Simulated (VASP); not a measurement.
# Cu (P6_3/mmc) in VASP: settings compared

Cu is run at these levels: PBE+D3(BJ), PBE, r2SCAN; tasks: single point.

All numbers are computed with VASP 6.6.1; they aren't measurements. Logs are shortened: lines on timing, memory, paths and dates and some standing lists are left out, and cuts for length are marked.

## (1) The cell of the first run

It takes space group P6_3/mmc (No. 194, hexagonal). The conventional cell has a = 2.534 Å, b = 2.534 Å, c = 4.113 Å, α = 90.00°, β = 90.00°, γ = 120.00°. Within 3.3 Å of Cu (site symmetry -6m2) lie 12 Cu at 2.52 to 2.53 Å.

## (2) Single point, PBE+D3(BJ)

File INCAR:

```
ALGO     = Normal         # electronic algorithm
EDIFF    = 1E-6           # SCF threshold, eV
ENCUT    = 600            # plane-wave cutoff, eV
GGA      = PE             # functional
GGA_COMPAT= False        
ISIF     = 2              # what is computed and relaxed
ISMEAR   = 0              # smearing method
IVDW     = 12             # dispersion correction
LASPH    = True           # aspherical terms in the spheres
LCHARG   = False          # write CHGCAR
LREAL    = False          # projectors in reciprocal space
LWAVE    = False          # write WAVECAR
NBANDS   = 18             # bands
NELM     = 120            # most SCF steps
PREC     = Accurate       # precision mode
SIGMA    = 0.1            # smearing width, eV
```

File KPOINTS:

```
k-points
0
Gamma
  6 6 4
```

File POSCAR:

```
Cu
1.0
    2.5340966698      0.0000000000      0.0000000000
   -1.2670483349      2.1945920917      0.0000000000
    0.0000000000      0.0000000000      4.1125710000
Cu
2
Direct
    0.3333333333      0.6666666667      0.2500000000
    0.6666666667      0.3333333333      0.7500000000
```

Potentials or basis: VASP PAW PBE potentials, release 64 (Cu).

On the command line:

```
$ cat potpaw_PBE.64/Cu/POTCAR > POTCAR
$ mpirun -np 1 vasp_std > vasp.out
```

OUTCAR:

```text
EDIFF = 1E-6
   ENCUT = 600
   GGA = PE
   ISIF = 2
   ISMEAR = 0
   IVDW = 12
   LASPH = True
   LREAL = False
   NELM = 120
   PREC = Accurate
 IVDW          = 12

 ion  position               nearest neighbor table
   1  0.333  0.667  0.250-   2 2.52   2 2.52   2 2.52   2 2.52   2 2.52   2 2.52
   2  0.667  0.333  0.750-   1 2.52   1 2.52   1 2.52   1 2.52   1 2.52   1 2.52

  LATTYP: Found a hexagonal cell.
 ALAT       =     2.5340966698
 C/A-ratio  =     1.6228942838

  Lattice vectors:

 A1 = (   2.5340966698,   0.0000000000,   0.0000000000)
 A2 = (  -1.2670483349,   2.1945920917,   0.0000000000)
 A3 = (   0.0000000000,   0.0000000000,   4.1125710000)

Analysis of symmetry for initial positions (statically):
=====================================================================
 Subroutine PRICEL returns:
 Original cell was already a primitive cell.

 Routine SETGRP: Setting up the symmetry group for a
 hexagonal supercell.

 Subroutine GETGRP returns: Found 24 space group operations
 (whereof 12 operations were pure point group operations)
 out of a pool of 24 trial point group operations.

The static configuration has the point symmetry D_3d.
 The point group associated with its full space group is D_6h.

Analysis of symmetry for dynamics (positions and initial velocities):
=====================================================================
 Subroutine PRICEL returns:
 Original cell was already a primitive cell.

 Routine SETGRP: Setting up the symmetry group for a
 hexagonal supercell.

 Subroutine GETGRP returns: Found 24 space group operations
 (whereof 12 operations were pure point group operations)
 out of a pool of 24 trial point group operations.

The dynamic configuration has the point symmetry D_3d.
 The point group associated with its full space group is D_6h.

 Subroutine INISYM returns: Found 24 space group operations
 (whereof 12 operations are pure point group operations),
 and found     1 'primitive' translations

----------------------------------------------------------------------------------------

                                     Primitive cell

  volume of cell :      22.8713

  direct lattice vectors                    reciprocal lattice vectors
     2.534096670  0.000000000  0.000000000     0.394617937  0.227832772  0.000000000
    -1.267048335  2.194592092  0.000000000     0.000000000  0.455665544  0.000000000
     0.000000000  0.000000000  4.112571000     0.000000000  0.000000000  0.243156896

  length of vectors
     2.534096670  2.534096670  4.112571000     0.455665544  0.455665544  0.243156896

  position of ions in fractional coordinates (direct lattice)
     0.333333333  0.666666667  0.250000000
     0.666666667  0.333333333  0.750000000

  ion indices of the primitive-cell ions
   primitive index   ion index
                 1           1
                 2           2

----------------------------------------------------------------------------------------

 KPOINTS: k-points

Automatic generation of k-mesh.
 Grid dimensions read from file:
 generate k-points for:    6    6    4

 Generating k-lattice:

  Cartesian coordinates                     Fractional coordinates (reciprocal lattice)
     0.065769656  0.037972129  0.000000000     0.166666667 -0.000000000  0.000000000
     0.000000000  0.075944257  0.000000000     0.000000000  0.166666667  0.000000000
     0.000000000  0.000000000  0.060789224     0.000000000  0.000000000  0.250000000

  Length of vectors
     0.075944257  0.075944257  0.060789224

  Shift w.r.t. Gamma in fractional coordinates (k-lattice)
     0.000000000  0.000000000  0.000000000

 Subroutine IBZKPT returns following result:
 ===========================================

 Found     21 irreducible k-points:

 Following reciprocal coordinates:
            Coordinates               Weight
  0.000000  0.000000  0.000000      1.000000
  0.166667 -0.000000  0.000000      6.000000
  0.333333 -0.000000  0.000000      6.000000
  0.500000 -0.000000  0.000000      3.000000
  0.166667  0.166667  0.000000      6.000000
  0.333333  0.166667  0.000000     12.000000
[... 13 lines left out ...]
  0.333333  0.166667  0.500000     12.000000
  0.333333  0.333333  0.500000      2.000000
   k-points           NKPTS =     21   k-points in BZ     NKDIM =     21   number of bands    NBANDS=     18
   number of dos      NEDOS =    301   number of ions     NIONS =      2
   total plane-waves  NPLWV =  14400
   dimension x,y,z NGX =    20 NGY =   20 NGZ =   36
   dimension x,y,z NGXF=    40 NGYF=   40 NGZF=   72
   ions per type =               2
   NGX,Y,Z   is equivalent  to a cutoff of  13.12, 13.12, 14.55 a.u.
   NGXF,Y,Z  is equivalent  to a cutoff of  26.24, 26.24, 29.11 a.u.
 SYSTEM =  unknown system
   PREC   = accura    normal or accurate (medium, high low for compatibility)
   ISTART =      0    job   : 0-new  1-cont  2-samecut
   ICHARG =      2    charge: 1-file 2-atom 10-const
   ISPIN  =      1    spin polarized calculation?
   LNONCOLLINEAR =      F non collinear calculations
   LSORBIT =      F    spin-orbit coupling
   LASPH  =      T    aspherical Exc in radial PAW
   ENCUT  =  600.0 eV  44.10 Ry    6.64 a.u.   5.06  5.06  8.21*2*pi/ulx,y,z
   NELM   =    120;   NELMIN=  2; NELMDL= -5     # of ELM steps
   EDIFF  = 0.1E-05   stopping-criterion for ELM
   LREAL  =      F    real-space projection
   EDIFFG = 0.1E-04   stopping-criterion for IOM
   NSW    =      0    number of steps for IOM
   IBRION =     -1    ionic relax: 0-MD 1-quasi-New 2-CG
   NFREE  =      0    steps in history (QN), initial steepest desc. (CG)
   ISIF   =      2    stress and relaxation
   ISYM   =      2    0-nonsym 1-usesym 2-fastsym
   POTIM  = 0.5000    time-step for ionic-motion
   TEBEG  =    0.0;   TEEND  =   0.0 temperature during run
   PSTRESS=    0.0 pullay stress
   NELECT =      22.0000    total number of electrons
   NUPDOWN=      -1.0000    fix difference up-down
   EMIN   =  10.00;   EMAX   =-10.00  energy-range for DOS
   EFERMI =   0.00;   METHOD = LEGACY
   ISMEAR =     0;   SIGMA  =   0.10  broadening in eV -4-tet -1-fermi 0-gaus
   EFERMI_NEDOS =   21; number of points for ismear=-14 and -15
   IALGO  =     38    algorithm
   IMIX   =      4    mixing-type and parameters
     AMIX     =   0.40;   BMIX     =  1.00
     AMIX_MAG =   1.60;   BMIX_MAG =  1.00
  volume/ion in A,a.u.               =      11.44        77.17
  Fermi-wavevector in a.u.,A,eV,Ry     =   1.616041  3.053874 35.532800  2.611587
  Thomas-Fermi vector in A             =   2.710691
   LORBIT       =      0    0 simple, 1 ext, 2 COOP (PROOUT), +10 PAW based schemes
   GGA     = PE    functional components
   LHFCALC =     F    Hartree Fock is set to
   AEXX    =    0.0000 exact exchange contribution
   IVDW    =    12    specifies the selected vdW correction
   LEPSILON=     F    determine dielectric tensor
   LRPA    =     F    only Hartree local field effects (RPA)
 non-spin polarized calculation
 Gauss-broadening in eV      SIGMA  =   0.10
  energy-cutoff  :      600.00
  volume of cell :       22.87
 maximum number of plane-waves:       780
   NGX = 11   NGY = 11   NGZ = 17

 number of electron      21.9999991 magnetization

 Free energy of the ion-electron system (eV)
  ---------------------------------------------------
  ext. energy  EPLUGINS =         0.00000000
  ---------------------------------------------------
  free energy    TOTEN  =        -7.35805327 eV

  energy without entropy =       -7.34820378  energy(sigma->0) =       -7.35312852

 E-fermi :   7.8830     XC(G=0): -12.9143

 val. band max:        7.8513842406   @ k =   0.3333   0.1667   0.2500
 cond. band min:       7.9746054804   @ k =   0.5000  -0.0000   0.0000
 fundamental gap:      0.1232212398
 Fermi energy:         7.8830233304

 k-point     1 :       0.0000    0.0000    0.0000
  band No.  band energies     occupation
      1      -1.6080      2.00000
      2       2.7390      2.00000
      3       4.8793      2.00000
      4       4.9247      2.00000
      5       4.9247      2.00000
      6       5.1483      2.00000
[... 10 lines left out ...]
     17      31.7570      0.00000
     18      31.7570      0.00000

 k-point     2 :       0.1667   -0.0000    0.0000
  band No.  band energies     occupation
      1      -0.7095      2.00000
      2       3.1982      2.00000
      3       4.5421      2.00000
      4       4.7240      2.00000
      5       4.9776      2.00000
      6       5.2420      2.00000
[... 10 lines left out ...]
     17      30.0126      0.00000
     18      31.8842      0.00000

 k-point     3 :       0.3333   -0.0000    0.0000
  band No.  band energies     occupation
      1       1.5979      2.00000
      2       3.5017      2.00000
      3       3.7895      2.00000
      4       4.4372      2.00000
      5       4.9488      2.00000
      6       4.9780      2.00000
[... 10 lines left out ...]
     17      23.8353      0.00000
     18      27.8126      0.00000

 k-point     4 :       0.5000   -0.0000    0.0000
  band No.  band energies     occupation
      1       3.0024      2.00000
      2       3.2547      2.00000
      3       3.4942      2.00000
      4       4.8189      2.00000
      5       4.8349      2.00000
      6       4.9535      2.00000
[... 10 lines left out ...]
     17      21.2268      0.00000
     18      27.3042      0.00000

 k-point     5 :       0.1667    0.1667    0.0000
  band No.  band energies     occupation
      1       0.9379      2.00000
      2       3.7242      2.00000
      3       4.0305      2.00000
      4       4.1590      2.00000
      5       4.8628      2.00000
      6       4.9329      2.00000
[... 10 lines left out ...]
     17      26.9634      0.00000
     18      27.7614      0.00000

 k-point     6 :       0.3333    0.1667    0.0000
  band No.  band energies     occupation
      1       3.0519      2.00000
      2       3.6071      2.00000
      3       3.6255      2.00000
      4       4.2663      2.00000
      5       4.7095      2.00000
      6       4.9706      2.00000
[... 10 lines left out ...]
     17      21.5586      0.00000
     18      25.3732      0.00000

 k-point     7 :       0.3333    0.3333    0.0000
  band No.  band energies     occupation
      1       3.6537      2.00000
      2       3.7886      2.00000
      3       3.7886      2.00000
      4       4.0557      2.00000
      5       4.7125      2.00000
      6       4.7125      2.00000
[... 10 lines left out ...]
     17      21.2772      0.00000
     18      21.2772      0.00000

 k-point     8 :       0.0000    0.0000    0.2500
  band No.  band energies     occupation
      1      -1.0265      2.00000
      2       2.3079      2.00000
      3       4.7702      2.00000
      4       4.8506      2.00000
      5       4.8506      2.00000
      6       5.0413      2.00000
[... 10 lines left out ...]
     17      30.6703      0.00000
     18      31.4107      0.00000
[... 166 lines left out ...]
     17      28.5688      0.00000
     18      28.5688      0.00000

 k-point    17 :       0.3333   -0.0000    0.5000
  band No.  band energies     occupation
      1       2.7196      2.00000
      2       2.7196      2.00000
      3       4.1515      2.00000
      4       4.1515      2.00000
      5       5.2684      2.00000
      6       5.2684      2.00000
[... 10 lines left out ...]
     17      25.5148      0.00000
     18      25.5148      0.00000

 k-point    18 :       0.5000   -0.0000    0.5000
  band No.  band energies     occupation
      1       2.9626      2.00000
      2       2.9626      2.00000
      3       4.0316      2.00000
      4       4.0316      2.00000
      5       5.5159      2.00000
      6       5.5159      2.00000
[... 10 lines left out ...]
     17      26.0184      0.00000
     18      26.0184      0.00000

 k-point    19 :       0.1667    0.1667    0.5000
  band No.  band energies     occupation
      1       2.5361      2.00000
      2       2.5361      2.00000
      3       4.2728      2.00000
      4       4.2728      2.00000
      5       4.6447      2.00000
      6       4.6447      2.00000
[... 10 lines left out ...]
     17      23.4634      0.00000
     18      23.4634      0.00000

 k-point    20 :       0.3333    0.1667    0.5000
  band No.  band energies     occupation
      1       3.2695      2.00000
      2       3.2695      2.00000
      3       4.2105      2.00000
      4       4.2105      2.00000
      5       4.9349      2.00000
      6       4.9349      2.00000
[... 10 lines left out ...]
     17      25.9828      0.00000
     18      25.9828      0.00000

 k-point    21 :       0.3333    0.3333    0.5000
  band No.  band energies     occupation
      1       3.9297      2.00000
      2       3.9297      2.00000
      3       4.0424      2.00000
      4       4.0424      2.00000
      5       4.5958      2.00000
      6       4.5958      2.00000
[... 10 lines left out ...]
     17      28.7337      0.00000
     18      28.7337      0.00000

------------------------ aborting loop because EDIFF is reached ----------------------------------------

 Edisp (eV)   -1.20574

 E8    (eV) :    -0.5171

  FORCE on cell =-STRESS in cart. coord.  units (eV):
  Direction    XX          YY          ZZ          XY          YZ          ZX
  --------------------------------------------------------------------------------------
  -------------------------------------------------------------------------------------
  Total       0.00559     0.00559    -0.25284     0.00000     0.00000     0.00000
  in kB       0.39174     0.39174   -17.71194     0.00000     0.00000     0.00000
  external pressure =       -5.64 kB  Pullay stress =        0.00 kB

 VOLUME and BASIS-vectors are now :
 -----------------------------------------------------------------------------
  energy-cutoff  :      600.00
  volume of cell :       22.87
      direct lattice vectors                 reciprocal lattice vectors
     2.534096670  0.000000000  0.000000000     0.394617937  0.227832772  0.000000000
    -1.267048335  2.194592092  0.000000000     0.000000000  0.455665544  0.000000000
     0.000000000  0.000000000  4.112571000     0.000000000  0.000000000  0.243156896

 POSITION                                       TOTAL-FORCE (eV/Angst)
 -----------------------------------------------------------------------------------
     -0.00000      1.46306      1.02814         0.000000      0.000000      0.000000
      1.26705      0.73153      3.08443        -0.000000      0.000000      0.000000
 -----------------------------------------------------------------------------------
    total drift:                               -0.000000      0.000000     -0.000000

  FREE ENERGIE OF THE ION-ELECTRON SYSTEM (eV)
  ---------------------------------------------------
  free  energy   TOTEN  =        -8.5637946272 eV

  energy  without entropy=       -8.5539451304  energy(sigma->0) =       -8.55886988
```

Run time: 7.5 s. Hardware: 1 thread of AMD EPYC 7R43 (Zen 3), shared host; peak memory 0.11 GiB.

Results:

```
Free energy                : -8.5638 eV
Pressure                   : -0.6 GPa
Band gap on the k mesh     : zero (band 11 reaches 12.08 eV, above the bottom of band 12 at 5.99 eV)
Dispersion energy per atom : -0.603 eV
```

Levels at points of the mesh, in eV from the Fermi level:
```csv
k point,band 7,band 8,band 9,band 10,band 11,band 12,band 13,band 14,band 15,band 16
"(0.00, 0.00, 0.00)",-2.73,-2.46,-2.46,-1.66,-1.66,-0.93,4.12,21.64,22.21,22.21
"(0.50, 0.00, 0.00)",-2.69,-1.57,-1.51,-1.47,0.09,1.71,8.04,8.48,11.00,11.46
"(0.00, 0.00, 0.50)",-3.01,-3.01,-1.90,-1.90,-1.90,-1.90,12.99,12.99,22.35,22.35
"(0.50, 0.00, 0.50)",-1.85,-1.85,-1.51,-1.51,0.56,0.56,5.11,5.11,16.48,16.48
```

Caveat: the k points lie up to 0.48 Å⁻¹ apart; pairwise dispersion overbinds metals, which lowers pressure and volume.

## (3) Single point, PBE

This run uses another cell than the first one, of 16.58 Å³/atom, 1.450 times its volume.

File INCAR:

```
SYSTEM = Cu
PREC     = Accurate       ! precision mode
ENCUT    = 600            ! plane-wave cutoff, eV
EDIFF    = 1E-6           ! SCF threshold, eV
ISMEAR   = -5             ! smearing method
SIGMA    = 0.1            ! smearing width, eV
LREAL    = .False.        ! projectors in reciprocal space
LASPH    = .True.         ! aspherical terms in the spheres
NELM     = 120            ! most SCF steps
ALGO     = Normal         ! electronic algorithm
ISIF     = 2              ! what is computed and relaxed
LWAVE    = .False.        ! write WAVECAR
LCHARG   = .False.        ! write CHGCAR
GGA      = PE             ! functional
NBANDS   = 18             ! bands
GGA_COMPAT= .False.
```

File KPOINTS:

```
Automatic mesh
0
Gamma
  6 6 4
  0 0 0
```

File POSCAR:

```
Cu
1.0
    2.8682203464      0.0000000000      0.0000000000
   -1.4341101732      2.4839516836      0.0000000000
    0.0000000000      0.0000000000      4.6548184048
Cu
2
Direct
    0.3333333333      0.6666666667      0.2500000000
    0.6666666667      0.3333333333      0.7500000000
```

Potentials or basis: VASP PAW PBE potentials, release 64 (Cu).

On the command line:

```
$ cat potpaw_PBE.64/Cu/POTCAR > POTCAR
$ mpirun -np 1 vasp_std > vasp.out
```

It took 10 s on 1 thread of AMD EPYC 7R43 (Zen 3), shared host; peak memory 0.12 GiB.

The run converged. Its results:

- Free energy: -6.6797 eV
- Pressure: -18.5 GPa
- Band gap on the k mesh: zero (band 11 reaches 7.46 eV, above the bottom of band 12 at 2.50 eV)

Stress tensor (GPa, compression positive):
```
-18.12   0.00   0.00
  0.00 -18.12   0.00
  0.00   0.00 -19.13
```

Levels at points of the mesh, in eV from the Fermi level:
| k point | band 9 | band 10 | band 11 | band 12 | band 13 | band 14 |
| --- | --- | --- | --- | --- | --- | --- |
| (0.00, 0.00, 0.00) | -1.96 | -1.51 | -1.51 | -0.16 | 2.32 | 16.89 |
| (0.50, 0.00, 0.00) | -1.43 | -1.39 | 0.02 | 0.87 | 6.35 | 6.35 |
| (0.00, 0.00, 0.50) | -1.64 | -1.64 | -1.64 | -1.64 | 9.95 | 9.95 |
| (0.50, 0.00, 0.50) | -1.42 | -1.42 | 0.78 | 0.78 | 3.17 | 3.17 |

Caveat: the k points lie up to 0.42 Å⁻¹ apart; tetrahedron occupations give inexact forces and stress in metals.

## (4) Single point, PBE

This run uses another cell than the first one, of 16.12 Å³/atom, 1.410 times its volume.

File INCAR:

```
SYSTEM = Cu
PREC = Accurate ; ENCUT = 600
EDIFF = 1E-6 ; ISMEAR = -1
SIGMA = 0.068 ; LREAL = .False.
LASPH = .True. ; NELM = 120
ALGO = Normal ; ISIF = 2
LWAVE = .False. ; LCHARG = .True.
GGA = PE ; LELF = .True.
LVHAR = .True. ; NBANDS = 18
GGA_COMPAT = .False.
```

KPOINTS is that of step 3.

File POSCAR:

```
Cu
1.0
    2.8415995962      0.0000000000      0.0000000000
   -1.4207997981      2.4608974377      0.0000000000
    0.0000000000      0.0000000000      4.6116157416
Cu
2
Direct
    0.3333333333      0.6666666667      0.2500000000
    0.6666666667      0.3333333333      0.7500000000
```

On the command line:

```
$ cat potpaw_PBE.64/Cu/POTCAR > POTCAR
$ mpirun -np 1 vasp_std > vasp.out
```

It took 12 s on 1 thread of AMD EPYC 7R43 (Zen 3), shared host; peak memory 0.13 GiB.

Results (log left out):

| Property | Result |
| --- | --- |
| Free energy | -6.7657 eV |
| Pressure | -18.6 GPa |
| Band gap on the k mesh | zero (band 11 reaches 7.75 eV, above the bottom of band 12 at 2.75 eV) |

Stress tensor (GPa, compression positive):
```
-17.94   0.00   0.00
  0.00 -17.94   0.00
  0.00   0.00 -19.99
```

Levels at points of the mesh, in eV from the Fermi level:
| k point | band 7 | band 8 | band 9 | band 10 | band 11 | band 12 | band 13 | band 14 | band 15 | band 16 |
| --- | --- | --- | --- | --- | --- | --- | --- | --- | --- | --- |
| (0.00, 0.00, 0.00) | -2.01 | -1.86 | -1.86 | -1.39 | -1.39 | -0.12 | 2.54 | 17.35 | 17.35 | 18.79 |
| (0.50, 0.00, 0.00) | -1.99 | -1.33 | -1.30 | -1.27 | 0.13 | 1.04 | 6.56 | 6.58 | 8.21 | 9.00 |
| (0.00, 0.00, 0.50) | -2.17 | -2.17 | -1.53 | -1.53 | -1.53 | -1.53 | 10.26 | 10.26 | 18.88 | 18.88 |
| (0.50, 0.00, 0.50) | -1.46 | -1.46 | -1.29 | -1.29 | 0.86 | 0.86 | 3.40 | 3.40 | 13.15 | 13.15 |

Caveat: the k points lie up to 0.43 Å⁻¹ apart.

(Part 1 of 2 ends here.)
